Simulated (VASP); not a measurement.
# CsBr (Pm-3m) in VASP: notebook

Runs on CsBr. Level: PBE. Tasks: electric field gradients.

Everything below comes from runs of VASP 6.6.1. Logs are shortened: lines on timing, memory, paths and dates and some standing lists are left out, and cuts for length are marked.

### Step 1. The cell of the first run

The structure is cubic, space group Pm-3m (No. 221). Conventional cell: a = 4.238 Å, b = 4.238 Å, c = 4.238 Å, α = 90.00°, β = 90.00°, γ = 90.00°. Cs (site symmetry m-3m) has 8 Br at 3.67 Å and 6 Cs at 4.24 Å within 4.8 Å. Br (site symmetry m-3m) has 8 Cs at 3.67 Å and 6 Br at 4.24 Å within 4.8 Å.

### Step 2. Electric field gradients, PBE (38.06 Å³/atom)

The input, INCAR:

```
  PREC = Accurate
  ENCUT = 400
  EDIFF = 1E-8
  ISMEAR = -1
  SIGMA = 0.02
  LREAL = F
  LASPH = T
  NELM = 120
  ALGO = Normal
  ISIF = 2
  LWAVE = F
  LCHARG = F
  GGA = PE
  LEFG = T
  NBANDS = 15
  GGA_COMPAT = F
```

The input, KPOINTS:

```
regular mesh
0
Gamma
  6 6 6
```

The input, POSCAR:

```
CsBr
1.0
    4.2380706029      0.0000000000      0.0000000000
    0.0000000000      4.2380706029      0.0000000000
    0.0000000000      0.0000000000      4.2380706029
Cs Br
1 1
Direct
    0.0000000000      0.0000000000      0.0000000000
    0.5000000000      0.5000000000      0.5000000000
```

Potentials or basis: VASP PAW PBE potentials, release 64 (Cs_sv, Br).

The run is started by

```bash
cat potpaw_PBE.64/Cs_sv/POTCAR potpaw_PBE.64/Br/POTCAR > POTCAR
mpirun -np 1 vasp_std > vasp.out
```

OUTCAR:

```text
PREC = Accurate
   ENCUT = 400
   EDIFF = 1E-8
   ISMEAR = -1
   LREAL = F
   LASPH = T
   NELM = 120
   ISIF = 2
   GGA = PE

 ion  position               nearest neighbor table
   1  0.000  0.000  0.000-
   2  0.500  0.500  0.500-

  LATTYP: Found a simple cubic cell.
 ALAT       =     4.2380706029

  Lattice vectors:

 A1 = (   4.2380706029,   0.0000000000,   0.0000000000)
 A2 = (   0.0000000000,   4.2380706029,   0.0000000000)
 A3 = (   0.0000000000,   0.0000000000,   4.2380706029)

Analysis of symmetry for initial positions (statically):
=====================================================================
 Subroutine PRICEL returns:
 Original cell was already a primitive cell.

 Routine SETGRP: Setting up the symmetry group for a
 simple cubic supercell.

 Subroutine GETGRP returns: Found 48 space group operations
 (whereof 48 operations were pure point group operations)
 out of a pool of 48 trial point group operations.

The static configuration has the point symmetry O_h .

Analysis of symmetry for dynamics (positions and initial velocities):
=====================================================================
 Subroutine PRICEL returns:
 Original cell was already a primitive cell.

 Routine SETGRP: Setting up the symmetry group for a
 simple cubic supercell.

 Subroutine GETGRP returns: Found 48 space group operations
 (whereof 48 operations were pure point group operations)
 out of a pool of 48 trial point group operations.

The dynamic configuration has the point symmetry O_h .

 Subroutine INISYM returns: Found 48 space group operations
 (whereof 48 operations are pure point group operations),
 and found     1 'primitive' translations

----------------------------------------------------------------------------------------

                                     Primitive cell

  volume of cell :      76.1210

  direct lattice vectors                    reciprocal lattice vectors
     4.238070603  0.000000000  0.000000000     0.235956428  0.000000000  0.000000000
     0.000000000  4.238070603  0.000000000     0.000000000  0.235956428  0.000000000
     0.000000000  0.000000000  4.238070603     0.000000000  0.000000000  0.235956428

  length of vectors
     4.238070603  4.238070603  4.238070603     0.235956428  0.235956428  0.235956428

  position of ions in fractional coordinates (direct lattice)
     0.000000000  0.000000000  0.000000000
     0.500000000  0.500000000  0.500000000

  ion indices of the primitive-cell ions
   primitive index   ion index
                 1           1
                 2           2

----------------------------------------------------------------------------------------

 KPOINTS: regular mesh

Automatic generation of k-mesh.
 Grid dimensions read from file:
 generate k-points for:    6    6    6

 Generating k-lattice:

  Cartesian coordinates                     Fractional coordinates (reciprocal lattice)
     0.039326071  0.000000000  0.000000000     0.166666667  0.000000000  0.000000000
     0.000000000  0.039326071  0.000000000     0.000000000  0.166666667  0.000000000
     0.000000000  0.000000000  0.039326071     0.000000000  0.000000000  0.166666667

  Length of vectors
     0.039326071  0.039326071  0.039326071

  Shift w.r.t. Gamma in fractional coordinates (k-lattice)
     0.000000000  0.000000000  0.000000000

 Subroutine IBZKPT returns following result:
 ===========================================

 Found     20 irreducible k-points:

 Following reciprocal coordinates:
            Coordinates               Weight
  0.000000  0.000000  0.000000      1.000000
  0.166667  0.000000  0.000000      6.000000
  0.333333  0.000000  0.000000      6.000000
  0.500000  0.000000  0.000000      3.000000
  0.166667  0.166667  0.000000     12.000000
  0.333333  0.166667  0.000000     24.000000
[... 12 lines left out ...]
  0.500000  0.500000  0.333333      6.000000
  0.500000  0.500000  0.500000      1.000000
   k-points           NKPTS =     20   k-points in BZ     NKDIM =     20   number of bands    NBANDS=     15
   number of dos      NEDOS =    301   number of ions     NIONS =      2
   total plane-waves  NPLWV =  21952
   dimension x,y,z NGX =    28 NGY =   28 NGZ =   28
   dimension x,y,z NGXF=    56 NGYF=   56 NGZF=   56
   ions per type =               1   1
   NGX,Y,Z   is equivalent  to a cutoff of  10.98, 10.98, 10.98 a.u.
   NGXF,Y,Z  is equivalent  to a cutoff of  21.97, 21.97, 21.97 a.u.
 SYSTEM =  unknown system
   PREC   = accura    normal or accurate (medium, high low for compatibility)
   ISTART =      0    job   : 0-new  1-cont  2-samecut
   ICHARG =      2    charge: 1-file 2-atom 10-const
   ISPIN  =      1    spin polarized calculation?
   LNONCOLLINEAR =      F non collinear calculations
   LSORBIT =      F    spin-orbit coupling
   LASPH  =      T    aspherical Exc in radial PAW
   ENCUT  =  400.0 eV  29.40 Ry    5.42 a.u.   6.91  6.91  6.91*2*pi/ulx,y,z
   NELM   =    120;   NELMIN=  2; NELMDL= -5     # of ELM steps
   EDIFF  = 0.1E-07   stopping-criterion for ELM
   LREAL  =      F    real-space projection
   EDIFFG = 0.1E-06   stopping-criterion for IOM
   NSW    =      0    number of steps for IOM
   IBRION =     -1    ionic relax: 0-MD 1-quasi-New 2-CG
   NFREE  =      0    steps in history (QN), initial steepest desc. (CG)
   ISIF   =      2    stress and relaxation
   ISYM   =      2    0-nonsym 1-usesym 2-fastsym
   POTIM  = 0.5000    time-step for ionic-motion
   TEBEG  =    0.0;   TEEND  =   0.0 temperature during run
   PSTRESS=    0.0 pullay stress
   NELECT =      16.0000    total number of electrons
   NUPDOWN=      -1.0000    fix difference up-down
   EMIN   =  10.00;   EMAX   =-10.00  energy-range for DOS
   EFERMI =   0.00;   METHOD = LEGACY
   ISMEAR =    -1;   SIGMA  =   0.02  broadening in eV -4-tet -1-fermi 0-gaus
   EFERMI_NEDOS =   21; number of points for ismear=-14 and -15
   IALGO  =     38    algorithm
   IMIX   =      4    mixing-type and parameters
     AMIX     =   0.40;   BMIX     =  1.00
     AMIX_MAG =   1.60;   BMIX_MAG =  1.00
  volume/ion in A,a.u.               =      38.06       256.84
  Fermi-wavevector in a.u.,A,eV,Ry     =   0.973375  1.839411 12.890948  0.947458
  Thomas-Fermi vector in A             =   2.103749
   LORBIT       =      0    0 simple, 1 ext, 2 COOP (PROOUT), +10 PAW based schemes
   GGA     = PE    functional components
   LHFCALC =     F    Hartree Fock is set to
   AEXX    =    0.0000 exact exchange contribution
   IVDW    =     0    specifies the selected vdW correction
   LEPSILON=     F    determine dielectric tensor
   LRPA    =     F    only Hartree local field effects (RPA)
 non-spin polarized calculation
  energy-cutoff  :      400.00
  volume of cell :       76.12
 maximum number of plane-waves:      1409
 NGX is ok and might be reduce to    28
   NGX = 13   NGY = 13   NGZ = 13

 number of electron      15.9999997 magnetization

 Free energy of the ion-electron system (eV)
  ---------------------------------------------------
  ext. energy  EPLUGINS =         0.00000000
  ---------------------------------------------------
  free energy    TOTEN  =        -5.98090124 eV

  energy without entropy =       -5.98090124  energy(sigma->0) =       -5.98090124

 E-fermi :   0.3116     XC(G=0):  -8.2261

 val. band max:       -0.1168946446   @ k =   0.0000   0.0000   0.0000
 cond. band min:       4.5289605912   @ k =   0.0000   0.0000   0.0000
 fundamental gap:      4.6458552358
 Fermi energy:         0.3115892811

 k-point     1 :       0.0000    0.0000    0.0000
  band No.  band energies     occupation
      1     -19.8564      2.00000
      2     -12.5371      2.00000
      3      -6.4355      2.00000
      4      -6.4355      2.00000
      5      -6.4355      2.00000
      6      -0.1169      2.00000
      7      -0.1169      2.00000
      8      -0.1169      2.00000
      9       4.5290      0.00000
     10       4.7505      0.00000
     11       4.7505      0.00000
     12       9.1057      0.00000
     13       9.1057      0.00000
     14       9.1057      0.00000
     15      12.0952      0.00000

 k-point     2 :       0.1667    0.0000    0.0000
  band No.  band energies     occupation
      1     -19.8409      2.00000
      2     -12.5430      2.00000
      3      -6.5482      2.00000
      4      -6.4060      2.00000
      5      -6.4060      2.00000
      6      -0.5540      2.00000
      7      -0.1757      2.00000
      8      -0.1757      2.00000
      9       4.9346      0.00000
     10       5.2086      0.00000
     11       5.3933      0.00000
     12       8.9593      0.00000
     13       8.9593      0.00000
     14       9.2545      0.00000
     15      10.6713      0.00000

 k-point     3 :       0.3333    0.0000    0.0000
  band No.  band energies     occupation
      1     -19.8096      2.00000
      2     -12.5569      2.00000
      3      -6.7493      2.00000
      4      -6.3451      2.00000
      5      -6.3451      2.00000
      6      -1.2374      2.00000
      7      -0.2976      2.00000
      8      -0.2976      2.00000
      9       5.4246      0.00000
     10       6.5715      0.00000
     11       6.8761      0.00000
     12       8.8545      0.00000
     13       8.8545      0.00000
     14       8.9932      0.00000
     15       9.6237      0.00000
[... 271 lines left out ...]
 k-point    19 :       0.5000    0.5000    0.3333
  band No.  band energies     occupation
      1     -19.7039      2.00000
      2     -12.3641      2.00000
      3      -6.9305      2.00000
      4      -6.9305      2.00000
      5      -6.7271      2.00000
      6      -1.2229      2.00000
      7      -1.2229      2.00000
      8      -1.1310      2.00000
      9       7.5761      0.00000
     10       7.6733      0.00000
     11       7.8303      0.00000
     12       7.8303      0.00000
     13       9.9617      0.00000
     14       9.9617      0.00000
     15      11.3943      0.00000

 k-point    20 :       0.5000    0.5000    0.5000
  band No.  band energies     occupation
      1     -19.6914      2.00000
      2     -12.3418      2.00000
      3      -6.8743      2.00000
      4      -6.8743      2.00000
      5      -6.8743      2.00000
      6      -1.3902      2.00000
      7      -1.3902      2.00000
      8      -1.3902      2.00000
      9       8.3653      0.00000
     10       8.3653      0.00000
     11       8.3653      0.00000
     12       9.2275      0.00000
     13       9.2275      0.00000
     14       9.2275      0.00000
     15      11.4496      0.00000

------------------------ aborting loop because EDIFF is reached ----------------------------------------

  FORCE on cell =-STRESS in cart. coord.  units (eV):
  Direction    XX          YY          ZZ          XY          YZ          ZX
  --------------------------------------------------------------------------------------
  -------------------------------------------------------------------------------------
  Total        0.8161800      0.8161800      0.8161800     -0.0000000     -0.0000000      0.0000000
  in kB       17.1787671     17.1787671     17.1787671     -0.0000000     -0.0000000      0.0000000
  external PRESSURE =      17.1787671 kB  Pullay stress =       0.0000000 kB

 VOLUME and BASIS-vectors are now :
 -----------------------------------------------------------------------------
  energy-cutoff  :      400.00
  volume of cell :       76.12
      direct lattice vectors                 reciprocal lattice vectors
     4.238070603  0.000000000  0.000000000     0.235956428  0.000000000  0.000000000
     0.000000000  4.238070603  0.000000000     0.000000000  0.235956428  0.000000000
     0.000000000  0.000000000  4.238070603     0.000000000  0.000000000  0.235956428

 POSITION                                       TOTAL-FORCE (eV/Angst)
 -----------------------------------------------------------------------------------
      0.00000      0.00000      0.00000         0.000000      0.000000      0.000000
      2.11904      2.11904      2.11904         0.000000      0.000000      0.000000
 -----------------------------------------------------------------------------------
    total drift:                                0.000000      0.000000      0.000000

  FREE ENERGIE OF THE ION-ELECTRON SYSTEM (eV)
  ---------------------------------------------------
  free  energy   TOTEN  =        -5.9809012410 eV

  energy  without entropy=       -5.9809012410  energy(sigma->0) =       -5.98090124

 Electric field gradients (V/A^2)
---------------------------------------------------------------------
 ion       V_xx      V_yy      V_zz      V_xy      V_xz      V_yz
---------------------------------------------------------------------
   1      -0.000    -0.000     0.000    -0.000     0.000     0.000
   2      -0.000    -0.000    -0.000     0.000    -0.000     0.000
---------------------------------------------------------------------

 Electric field gradients after diagonalization (V/A^2)
 (convention: |V_zz| > |V_xx| > |V_yy|)
----------------------------------------------------------------------
 ion       V_xx      V_yy      V_zz     asymmetry (V_yy - V_xx)/ V_zz
----------------------------------------------------------------------
   1      -0.000    -0.000     0.000       0.045
   2      -0.000    -0.000    -0.000      -0.069
----------------------------------------------------------------------

           NMR quadrupolar parameters

 Cq : quadrupolar parameter    Cq=e*Q*V_zz/h
 eta: asymmetry parameters     (V_yy - V_xx)/ V_zz
 Q  : nuclear electric quadrupole moment in mb (millibarn)
----------------------------------------------------------------------
 ion       Cq(MHz)       eta       Q (mb)
----------------------------------------------------------------------
   1       0.000       0.045       1.000
   2      -0.000      -0.069       1.000
----------------------------------------------------------------------
```

Run time: 26 s. Hardware: 1 thread of Intel Xeon 8259CL, shared host; peak memory 0.16 GiB.

What came out:

```
Free energy                             : -5.9809 eV
Pressure                                : 1.7 GPa
Band gap on the k mesh                  : 4.65 eV
Largest electric field gradient by atom : zero within the noise of the run
```

Levels at points of the mesh, in eV from the valence-band top:
```
           k point  band 4  band 5  band 6  band 7  band 8  band 9  band 10  band 11  band 12  band 13
(0.00, 0.00, 0.00)   -6.32   -6.32    0.00    0.00    0.00    4.65     4.87     4.87     9.22     9.22
(0.50, 0.00, 0.00)   -6.20   -6.20   -1.41   -0.24   -0.24    5.92     7.47     7.96     8.31     9.02
(0.50, 0.50, 0.00)   -6.97   -6.12   -0.59   -0.59   -0.02    5.28     5.52     7.26     7.26    11.36
(0.50, 0.50, 0.50)   -6.76   -6.76   -1.27   -1.27   -1.27    8.48     8.48     8.48     9.34     9.34
```

Caveat: spin-orbit coupling is left out, which moves the levels of the heavy elements.

[end of part 1 of 2]
